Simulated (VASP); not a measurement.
# Y (P6_3/mmc) in VASP: further runs

Y is run at these levels: LDA; tasks: electric field gradients.

All numbers are computed with VASP 6.6.1; they aren't measurements. Logs are shortened: lines on timing, memory, paths and dates and some standing lists are left out, and cuts for length are marked.

## (1) The cell of the first run

Symmetry: P6_3/mmc, No. 194, hexagonal system. Conventional cell: a = 3.627 Å, b = 3.627 Å, c = 5.709 Å, α = 90.00°, β = 90.00°, γ = 120.00°. Within 4.7 Å of Y (site symmetry -6m2) lie 12 Y at 3.54 to 3.63 Å.

## (2) Electric field gradients, LDA (volume scaled by 0.98)

Contents of INCAR:

```
PREC = Accurate
ENCUT = 520
EDIFF = 1E-8
ISMEAR = -1
SIGMA = 0.08
LREAL = False
LASPH = True
NELM = 100
ALGO = Normal
ISIF = 2
LWAVE = False
LCHARG = False
GGA = CA
LEFG = True
NBANDS = 18
```

Contents of KPOINTS:

```
regular mesh
0
Gamma
  12 12 7
```

Contents of POSCAR:

```
Y
1.0
    3.6269917924      0.0000000000      0.0000000000
   -1.8134958961      3.1410670315      0.0000000000
    0.0000000000      0.0000000000      5.7088256834
Y
2
Direct
    0.3333333333      0.6666666667      0.2500000000
    0.6666666667      0.3333333333      0.7500000000
```

Potentials or basis: VASP PAW LDA potentials, release 64 (Y_sv).

The run is started by

```console
$ cat potpaw_LDA.64/Y_sv/POTCAR > POTCAR
$ mpirun -np 1 vasp_std > vasp.out
```

OUTCAR:

```text
PREC = Accurate
   ENCUT = 520
   EDIFF = 1E-8
   ISMEAR = -1
   LREAL = False
   LASPH = True
   NELM = 100
   ISIF = 2
   GGA = CA

 ion  position               nearest neighbor table
   1  0.333  0.667  0.250-   2 3.54   2 3.54   2 3.54   2 3.54   2 3.54   2 3.54
   2  0.667  0.333  0.750-   1 3.54   1 3.54   1 3.54   1 3.54   1 3.54   1 3.54

  LATTYP: Found a hexagonal cell.
 ALAT       =     3.6269917924
 C/A-ratio  =     1.5739836234

  Lattice vectors:

 A1 = (   3.6269917924,   0.0000000000,   0.0000000000)
 A2 = (  -1.8134958961,   3.1410670315,   0.0000000000)
 A3 = (   0.0000000000,   0.0000000000,   5.7088256834)

Analysis of symmetry for initial positions (statically):
=====================================================================
 Subroutine PRICEL returns:
 Original cell was already a primitive cell.

 Routine SETGRP: Setting up the symmetry group for a
 hexagonal supercell.

 Subroutine GETGRP returns: Found 24 space group operations
 (whereof 12 operations were pure point group operations)
 out of a pool of 24 trial point group operations.

The static configuration has the point symmetry D_3d.
 The point group associated with its full space group is D_6h.

Analysis of symmetry for dynamics (positions and initial velocities):
=====================================================================
 Subroutine PRICEL returns:
 Original cell was already a primitive cell.

 Routine SETGRP: Setting up the symmetry group for a
 hexagonal supercell.

 Subroutine GETGRP returns: Found 24 space group operations
 (whereof 12 operations were pure point group operations)
 out of a pool of 24 trial point group operations.

The dynamic configuration has the point symmetry D_3d.
 The point group associated with its full space group is D_6h.

 Subroutine INISYM returns: Found 24 space group operations
 (whereof 12 operations are pure point group operations),
 and found     1 'primitive' translations

----------------------------------------------------------------------------------------

                                     Primitive cell

  volume of cell :      65.0385

  direct lattice vectors                    reciprocal lattice vectors
     3.626991792  0.000000000  0.000000000     0.275710577  0.159181576  0.000000000
    -1.813495896  3.141067031  0.000000000     0.000000000  0.318363152  0.000000000
     0.000000000  0.000000000  5.708825683     0.000000000  0.000000000  0.175167373

  length of vectors
     3.626991792  3.626991792  5.708825683     0.318363152  0.318363152  0.175167373

  position of ions in fractional coordinates (direct lattice)
     0.333333333  0.666666667  0.250000000
     0.666666667  0.333333333  0.750000000

  ion indices of the primitive-cell ions
   primitive index   ion index
                 1           1
                 2           2

----------------------------------------------------------------------------------------

 KPOINTS: regular mesh

Automatic generation of k-mesh.
 Grid dimensions read from file:
 generate k-points for:   12   12    7

 Generating k-lattice:

  Cartesian coordinates                     Fractional coordinates (reciprocal lattice)
     0.022975881  0.013265131  0.000000000     0.083333333  0.000000000  0.000000000
     0.000000000  0.026530263  0.000000000     0.000000000  0.083333333  0.000000000
     0.000000000  0.000000000  0.025023910     0.000000000  0.000000000  0.142857143

  Length of vectors
     0.026530263  0.026530263  0.025023910

  Shift w.r.t. Gamma in fractional coordinates (k-lattice)
     0.000000000  0.000000000  0.000000000

 Subroutine IBZKPT returns following result:
 ===========================================

 Found     76 irreducible k-points:

 Following reciprocal coordinates:
            Coordinates               Weight
  0.000000  0.000000  0.000000      1.000000
  0.083333 -0.000000  0.000000      6.000000
  0.166667  0.000000  0.000000      6.000000
  0.250000 -0.000000  0.000000      6.000000
  0.333333 -0.000000  0.000000      6.000000
  0.416667 -0.000000  0.000000      6.000000
[... 16 lines left out ...]
  0.250000 -0.000000  0.142857     12.000000
  0.333333 -0.000000  0.142857     12.000000
 [... further k-points ...]
   k-points           NKPTS =     76   k-points in BZ     NKDIM =     76   number of bands    NBANDS=     18
   number of dos      NEDOS =    301   number of ions     NIONS =      2
   total plane-waves  NPLWV =  32928
   dimension x,y,z NGX =    28 NGY =   28 NGZ =   42
   dimension x,y,z NGXF=    56 NGYF=   56 NGZF=   84
   ions per type =               2
   NGX,Y,Z   is equivalent  to a cutoff of  12.83, 12.83, 12.23 a.u.
   NGXF,Y,Z  is equivalent  to a cutoff of  25.67, 25.67, 24.46 a.u.
 SYSTEM =  unknown system
   PREC   = accura    normal or accurate (medium, high low for compatibility)
   ISTART =      0    job   : 0-new  1-cont  2-samecut
   ICHARG =      2    charge: 1-file 2-atom 10-const
   ISPIN  =      1    spin polarized calculation?
   LNONCOLLINEAR =      F non collinear calculations
   LSORBIT =      F    spin-orbit coupling
   LASPH  =      T    aspherical Exc in radial PAW
   ENCUT  =  520.0 eV  38.22 Ry    6.18 a.u.   6.74  6.74 10.61*2*pi/ulx,y,z
   NELM   =    100;   NELMIN=  2; NELMDL= -5     # of ELM steps
   EDIFF  = 0.1E-07   stopping-criterion for ELM
   LREAL  =      F    real-space projection
   EDIFFG = 0.1E-06   stopping-criterion for IOM
   NSW    =      0    number of steps for IOM
   IBRION =     -1    ionic relax: 0-MD 1-quasi-New 2-CG
   NFREE  =      0    steps in history (QN), initial steepest desc. (CG)
   ISIF   =      2    stress and relaxation
   ISYM   =      2    0-nonsym 1-usesym 2-fastsym
   POTIM  = 0.5000    time-step for ionic-motion
   TEBEG  =    0.0;   TEEND  =   0.0 temperature during run
   PSTRESS=    0.0 pullay stress
   NELECT =      22.0000    total number of electrons
   NUPDOWN=      -1.0000    fix difference up-down
   EMIN   =  10.00;   EMAX   =-10.00  energy-range for DOS
   EFERMI =   0.00;   METHOD = LEGACY
   ISMEAR =    -1;   SIGMA  =   0.08  broadening in eV -4-tet -1-fermi 0-gaus
   EFERMI_NEDOS =   21; number of points for ismear=-14 and -15
   IALGO  =     38    algorithm
   IMIX   =      4    mixing-type and parameters
     AMIX     =   0.40;   BMIX     =  1.00
     AMIX_MAG =   1.60;   BMIX_MAG =  1.00
  volume/ion in A,a.u.               =      32.52       219.45
  Fermi-wavevector in a.u.,A,eV,Ry     =   1.140667  2.155548 17.702828  1.301121
  Thomas-Fermi vector in A             =   2.277369
   LORBIT       =      0    0 simple, 1 ext, 2 COOP (PROOUT), +10 PAW based schemes
   GGA     = CA    functional components
   LHFCALC =     F    Hartree Fock is set to
   AEXX    =    0.0000 exact exchange contribution
   IVDW    =     0    specifies the selected vdW correction
   LEPSILON=     F    determine dielectric tensor
   LRPA    =     F    only Hartree local field effects (RPA)
 non-spin polarized calculation
  energy-cutoff  :      520.00
  volume of cell :       65.04
 maximum number of plane-waves:      1773
 NGX is ok and might be reduce to    28
   NGX = 13   NGY = 13   NGZ = 21

 number of electron      22.0000000 magnetization

 Free energy of the ion-electron system (eV)
  ---------------------------------------------------
  ext. energy  EPLUGINS =         0.00000000
  ---------------------------------------------------
  free energy    TOTEN  =       -13.87152676 eV

  energy without entropy =      -13.78816694  energy(sigma->0) =      -13.82984685

 E-fermi :   2.8771     XC(G=0):  -9.6805

 val. band max:        2.8623708015   @ k =   0.4167  -0.0000   0.1429
 cond. band min:       2.8771665955   @ k =   0.2500   0.2500   0.4286
 fundamental gap:      0.0147957940
 Fermi energy:         2.8771079498

 k-point     1 :       0.0000    0.0000    0.0000
  band No.  band energies     occupation
      1     -39.5539      2.00000
      2     -39.4760      2.00000
      3     -19.9716      2.00000
      4     -19.4697      2.00000
      5     -19.4697      2.00000
      6     -19.3771      2.00000
[... 10 lines left out ...]
     17       5.6313      0.00000
     18       5.6313      0.00000
[... 463 lines left out ...]
 k-point    24 :       0.3333   -0.0000    0.1429
  band No.  band energies     occupation
      1     -39.5066      2.00000
      2     -39.4662      2.00000
      3     -19.8388      2.00000
      4     -19.7234      2.00000
      5     -19.6812      2.00000
      6     -19.5572      2.00000
[... 10 lines left out ...]
     17       6.7279      0.00000
     18       6.9367      0.00000

 [... further k-points ...]

------------------------ aborting loop because EDIFF is reached ----------------------------------------

  FORCE on cell =-STRESS in cart. coord.  units (eV):
  Direction    XX          YY          ZZ          XY          YZ          ZX
  --------------------------------------------------------------------------------------
  -------------------------------------------------------------------------------------
  Total       -1.2753800     -1.2753800     -1.5044927     -0.0000000      0.0000000      0.0000000
  in kB      -31.4180792    -31.4180792    -37.0621081     -0.0000000      0.0000000      0.0000000
  external PRESSURE =     -33.2994222 kB  Pullay stress =       0.0000000 kB

 VOLUME and BASIS-vectors are now :
 -----------------------------------------------------------------------------
  energy-cutoff  :      520.00
  volume of cell :       65.04
      direct lattice vectors                 reciprocal lattice vectors
     3.626991792  0.000000000  0.000000000     0.275710577  0.159181576  0.000000000
    -1.813495896  3.141067031  0.000000000     0.000000000  0.318363152  0.000000000
     0.000000000  0.000000000  5.708825683     0.000000000  0.000000000  0.175167373

 POSITION                                       TOTAL-FORCE (eV/Angst)
 -----------------------------------------------------------------------------------
     -0.00000      2.09404      1.42721         0.000000      0.000000      0.000000
      1.81350      1.04702      4.28162        -0.000000     -0.000000      0.000000
 -----------------------------------------------------------------------------------
    total drift:                               -0.000000      0.000000     -0.000000

  FREE ENERGIE OF THE ION-ELECTRON SYSTEM (eV)
  ---------------------------------------------------
  free  energy   TOTEN  =       -13.8715267640 eV

  energy  without entropy=      -13.7881669364  energy(sigma->0) =      -13.82984685

 Electric field gradients (V/A^2)
---------------------------------------------------------------------
 ion       V_xx      V_yy      V_zz      V_xy      V_xz      V_yz
---------------------------------------------------------------------
   1     -12.788   -12.788    25.577     0.000     0.000    -0.000
   2     -12.788   -12.788    25.577     0.000    -0.000     0.000
---------------------------------------------------------------------

 Electric field gradients after diagonalization (V/A^2)
 (convention: |V_zz| > |V_xx| > |V_yy|)
----------------------------------------------------------------------
 ion       V_xx      V_yy      V_zz     asymmetry (V_yy - V_xx)/ V_zz
----------------------------------------------------------------------
   1     -12.788   -12.788    25.577       0.000
   2     -12.788   -12.788    25.577       0.000
----------------------------------------------------------------------

           NMR quadrupolar parameters

 Cq : quadrupolar parameter    Cq=e*Q*V_zz/h
 eta: asymmetry parameters     (V_yy - V_xx)/ V_zz
 Q  : nuclear electric quadrupole moment in mb (millibarn)
----------------------------------------------------------------------
 ion       Cq(MHz)       eta       Q (mb)
----------------------------------------------------------------------
   1       0.062       0.000       1.000
   2       0.062       0.000       1.000
----------------------------------------------------------------------
```

It took 49 s on 1 thread of Intel Xeon 6975P-C (Granite Rapids), shared host; peak memory 0.21 GiB.

Results:

```yaml
Free_energy: -13.8715 eV
Pressure: -3.3 GPa
Band_gap_on_the_k_mesh: zero (band 11 reaches 3.85 eV, above the bottom of band 12 at 2.47 eV)
```

Stress tensor (GPa, compression positive):
```
-3.14  0.00  0.00
 0.00 -3.14  0.00
 0.00  0.00 -3.71
```

Electric field gradients, principal values (V/Å²):
```
atom    least   middle  greatest (by size)
 1 Y  -12.788  -12.788              25.577
 2 Y  -12.788  -12.788              25.577
```

Caveat: without QUAD_EFG the Cq values of the log hold for a quadrupole moment of 1 mb, not for the nuclei.

[end of part 1 of 3]
